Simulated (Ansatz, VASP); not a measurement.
Two plane-wave programs on Si23C25

```
CELL_PARAMETERS angstrom
6.15200 0.00000 0.00000
-4.61400 7.99168 0.00000
0.00000 0.00000 10.09600
ATOMIC_POSITIONS crystal
C 0.16667 0.22222 0.00000
C 0.16667 0.22222 0.19250
C 0.16667 0.22222 0.69250
C 0.16667 0.55556 0.19250
C 0.16667 0.55556 0.69250
C 0.16667 0.88889 0.19250
C 0.16667 0.88889 0.69250
C 0.66667 0.22222 0.19250
C 0.66667 0.22222 0.69250
C 0.66667 0.55556 0.19250
C 0.66667 0.55556 0.69250
C 0.66667 0.88889 0.19250
C 0.66667 0.88889 0.69250
C 0.33333 0.11111 0.44250
C 0.33333 0.11111 0.94250
C 0.33333 0.44444 0.44250
C 0.33333 0.44444 0.94250
C 0.33333 0.77778 0.44250
C 0.33333 0.77778 0.94250
C 0.83333 0.11111 0.44250
C 0.83333 0.11111 0.94250
C 0.83333 0.44444 0.44250
C 0.83333 0.44444 0.94250
C 0.83333 0.77778 0.44250
C 0.83333 0.77778 0.94250
Si 0.16667 0.22222 0.50000
Si 0.16667 0.55556 0.00000
Si 0.16667 0.55556 0.50000
Si 0.16667 0.88889 0.00000
Si 0.16667 0.88889 0.50000
Si 0.66667 0.22222 0.00000
Si 0.66667 0.22222 0.50000
Si 0.66667 0.55556 0.00000
Si 0.66667 0.55556 0.50000
Si 0.66667 0.88889 0.00000
Si 0.66667 0.88889 0.50000
Si 0.33333 0.11111 0.25000
Si 0.33333 0.11111 0.75000
Si 0.33333 0.44444 0.25000
Si 0.33333 0.44444 0.75000
Si 0.33333 0.77778 0.25000
Si 0.33333 0.77778 0.75000
Si 0.83333 0.11111 0.25000
Si 0.83333 0.11111 0.75000
Si 0.83333 0.44444 0.25000
Si 0.83333 0.44444 0.75000
Si 0.83333 0.77778 0.25000
Si 0.83333 0.77778 0.75000
```

Alike in both runs: task electric field gradients; functional PBE; k mesh 4 × 3 × 2; occupations fermi-dirac, width 0.01 eV; no spin polarisation.

```csv
,VASP,Ansatz
version,VASP 6.6.1,Ansatz 0.2.0
potentials or method,"VASP PAW PBE potentials, release 64 (C, Si)","plane-wave PAW, scalar-relativistic"
plane-wave cutoff (eV),520,420
valence electrons in the cell,192,192
```

```tsv
	VASP	Ansatz	Ansatz less VASP
gap on the k mesh at the Fermi level (eV)	1.92	1.92	-0.002
pressure (GPa)	0.7	0.7	+0.06
rms of the force components (eV/Å)	0.618	0.618	+0.0002
```

With one functional, cell and mesh, what is left measures potentials, basis and numerics.
